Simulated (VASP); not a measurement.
# TiB5 (F-43m) in VASP: further runs, part 2 of 2

VASP 6.6.1. The steps go on from the part before.

**3. Relaxation of cell and atoms, PBE**

INCAR reads:

```
SYSTEM = TiB5
ALGO     = Normal         ! electronic algorithm
EDIFF    = 1E-6           ! SCF threshold, eV
EDIFFG   = -0.01          ! ionic threshold
ENCUT    = 600            ! plane-wave cutoff, eV
GGA      = PE             ! functional
IBRION   = 2              ! ionic algorithm
ISIF     = 3              ! what is computed and relaxed
ISMEAR   = 0              ! smearing method
LASPH    = .TRUE.         ! aspherical terms in the spheres
LCHARG   = .FALSE.        ! write CHGCAR
LREAL    = .FALSE.        ! projectors in reciprocal space
LWAVE    = .FALSE.        ! write WAVECAR
NELM     = 100            ! most SCF steps
NSW      = 100            ! ionic steps
PREC     = Accurate       ! precision mode
SIGMA    = 0.1            ! smearing width, eV
```

KPOINTS reads:

```
k-points
0
G
  12 12 12
  0 0 0
```

POSCAR reads:

```
TiB5
1.0
    0.0000000000      2.8185619891      2.8185619891
    2.8185619891      0.0000000000      2.8185619891
    2.8185619891      2.8185619891      0.0000000000
Ti B
1 5
Direct
    0.0000000000      0.0000000000      0.0000000000
    0.7500000000      0.7500000000      0.7500000000
    0.3816076590      0.3816076590      0.8551770230
    0.3816076590      0.8551770230      0.3816076590
    0.3816076590      0.3816076590      0.3816076590
    0.8551770230      0.3816076590      0.3816076590
```

Potentials or basis: VASP PAW PBE potentials, release 64 (Ti_sv, B).

Run with:

```
$ cat potpaw_PBE.64/Ti_sv/POTCAR potpaw_PBE.64/B/POTCAR > POTCAR
$ mpirun -np 1 vasp_std > vasp.out
```

OUTCAR:

```text
SYSTEM = TiB5
   EDIFF = 1E-6
   EDIFFG = -0.01
   ENCUT = 600
   GGA = PE
   IBRION = 2
   ISIF = 3
   ISMEAR = 0
   LASPH = .TRUE.
   LREAL = .FALSE.
   NELM = 100
   NSW = 100
   PREC = Accurate

 ion  position               nearest neighbor table
   1  0.000  0.000  0.000-   3 2.35   4 2.35   6 2.35   5 2.35   5 2.35   5 2.35   3 2.35   4 2.35
                             6 2.35   3 2.35   4 2.35   6 2.35   2 2.44   2 2.44   2 2.44   2 2.44
   2  0.750  0.750  0.750-   1 2.44   1 2.44   1 2.44   1 2.44
   3  0.382  0.382  0.855-   4 1.89   5 1.89   6 1.89   5 2.10   4 2.10   6 2.10   1 2.35   1 2.35
                             1 2.35
   4  0.382  0.855  0.382-   3 1.89   5 1.89   6 1.89   3 2.10   5 2.10   6 2.10   1 2.35   1 2.35
                             1 2.35
   5  0.382  0.382  0.382-   3 1.89   4 1.89   6 1.89   3 2.10   4 2.10   6 2.10   1 2.35   1 2.35
                             1 2.35
   6  0.855  0.382  0.382-   3 1.89   4 1.89   5 1.89   5 2.10   3 2.10   4 2.10   1 2.35   1 2.35
                             1 2.35

  LATTYP: Found a face centered cubic cell.
 ALAT       =     5.6371239782

  Lattice vectors:

 A1 = (   0.0000000000,   2.8185619891,   2.8185619891)
 A2 = (   2.8185619891,   0.0000000000,   2.8185619891)
 A3 = (   2.8185619891,   2.8185619891,   0.0000000000)

Analysis of symmetry for initial positions (statically):
=====================================================================
[... 188 lines left out ...]
  -------------------------------------------------------------------------------------
  Total       -0.0836608     -0.0836608     -0.0836608      0.0000000      0.0000000      0.0000000
  in kB       -2.9930891     -2.9930891     -2.9930891      0.0000000      0.0000000      0.0000000
  external PRESSURE =      -2.9930891 kB  Pullay stress =       0.0000000 kB
[... 187 lines left out ...]
--------------------------------------- Ionic step        6  -------------------------------------------

 number of electron      27.0000000 magnetization

 Free energy of the ion-electron system (eV)
  ---------------------------------------------------
  ext. energy  EPLUGINS =         0.00000000
  ---------------------------------------------------
  free energy    TOTEN  =       -37.59216574 eV

  energy without entropy =      -37.58036293  energy(sigma->0) =      -37.58626433

 E-fermi :   9.1960     XC(G=0): -12.7964

 val. band max:        9.1860133793   @ k =   0.5000   0.3333   0.1667
 cond. band min:       9.1987552311   @ k =   0.3333   0.2500   0.0000
 fundamental gap:      0.0127418518
 Fermi energy:         9.1960070886

 k-point     1 :       0.0000    0.0000    0.0000
  band No.  band energies     occupation
      1     -46.3492      2.00000
      2     -22.7299      2.00000
      3     -22.7299      2.00000
      4     -22.7299      2.00000
      5      -5.9738      2.00000
      6       1.6313      2.00000
[... 457 lines left out ...]
      4     -22.7422      2.00000
      5      -3.5684      2.00000
      6      -2.0730      2.00000
[... 9 lines left out ...]
     16      13.2305      0.00000
     17      13.2613      0.00000

 [... further k-points ...]
[... 5 lines left out ...]
  --------------------------------------------------------------------------------------
  -------------------------------------------------------------------------------------
  Total       -0.0008388     -0.0008388     -0.0008388     -0.0000000      0.0000000     -0.0000000
  in kB       -0.0300815     -0.0300815     -0.0300815     -0.0000000      0.0000000     -0.0000000
  external PRESSURE =      -0.0300815 kB  Pullay stress =       0.0000000 kB
[... 21 lines left out ...]
  FREE ENERGIE OF THE ION-ELECTRON SYSTEM (eV)
  ---------------------------------------------------
  free  energy   TOTEN  =       -37.5921657354 eV

  energy  without entropy=      -37.5803629262  energy(sigma->0) =      -37.58626433

 reached required accuracy - stopping structural energy minimisation
```

CONTCAR:

```text
TiB5
   1.00000000000000
    -0.0000000000000000    2.8162828052017330    2.8162828052017330
     2.8162828052017330    0.0000000000000000    2.8162828052017330
     2.8162828052017330    2.8162828052017330    0.0000000000000000
  Ti              B
     1     5
Direct
     0.0000000000000000    0.0000000000000000    0.0000000000000000
     0.7500000000000000    0.7500000000000000    0.7500000000000000
     0.3806841272986564    0.3806841272986564    0.8579476181040235
     0.3806841272986564    0.8579476181040235    0.3806841272986564
     0.3806841272986564    0.3806841272986564    0.3806841272986564
     0.8579476181040235    0.3806841272986564    0.3806841272986564

  0.00000000E+00  0.00000000E+00  0.00000000E+00
  0.00000000E+00  0.00000000E+00  0.00000000E+00
  0.00000000E+00  0.00000000E+00  0.00000000E+00
  0.00000000E+00  0.00000000E+00  0.00000000E+00
  0.00000000E+00  0.00000000E+00  0.00000000E+00
  0.00000000E+00  0.00000000E+00  0.00000000E+00
```

It took 3.7 min on 1 thread of Intel Xeon Platinum 8488C (Sapphire Rapids), shared host; peak memory 0.23 GiB.

What came out:

- Free energy: -37.5922 eV
- Relaxed volume: 7.45 Å³/atom
- Relaxed cell: a = 3.983 Å, b = 3.983 Å, c = 3.983 Å, α = 60.00°, β = 60.00°, γ = 60.00°
- Space group after relaxing (to 0.05 Å): F-43m (No. 216)
- Energy gained by relaxing: 0.3 meV/atom
- Ionic steps: 6
- Pressure after relaxing: 0.0 GPa

Step by step:
| step | energy change (eV) | largest force (eV/Å) | pressure (GPa) | volume (Å³) |
| --- | --- | --- | --- | --- |
| 1 | 0.0000 | 0.0914 | -0.30 | 44.78 |
| 2 | -0.0013 | 0.0485 | 0.05 | 44.69 |
| 3 | -0.0016 | 0.0054 | 0.38 | 44.60 |
| 4 | -0.0017 | 0.0111 | 0.35 | 44.61 |
| 5 | -0.0017 | 0.0086 | -0.24 | 44.72 |
| 6 | -0.0017 | 0.0001 | 0.00 | 44.67 |

Final structure:
```
CELL_PARAMETERS angstrom
0.00000 2.81628 2.81628
2.81628 0.00000 2.81628
2.81628 2.81628 0.00000
ATOMIC_POSITIONS crystal
Ti 0.00000 0.00000 0.00000
B 0.75000 0.75000 0.75000
B 0.38068 0.38068 0.85795
B 0.38068 0.85795 0.38068
B 0.38068 0.38068 0.38068
B 0.85795 0.38068 0.38068
```

Levels at points of the mesh, in eV from the Fermi level:
```
           k point  band 10  band 11  band 12  band 13  band 14  band 15  band 16  band 17
(0.00, 0.00, 0.00)    -3.09    -3.09    -2.22    -2.02    -2.02    -2.02     3.07     3.07
(0.50, 0.00, 0.00)    -3.43    -3.43    -1.58    -0.50    -0.50     2.45     3.85     3.85
(0.50, 0.50, 0.00)    -5.36    -0.73     0.46     0.46     1.01     2.20     3.34     3.83
```
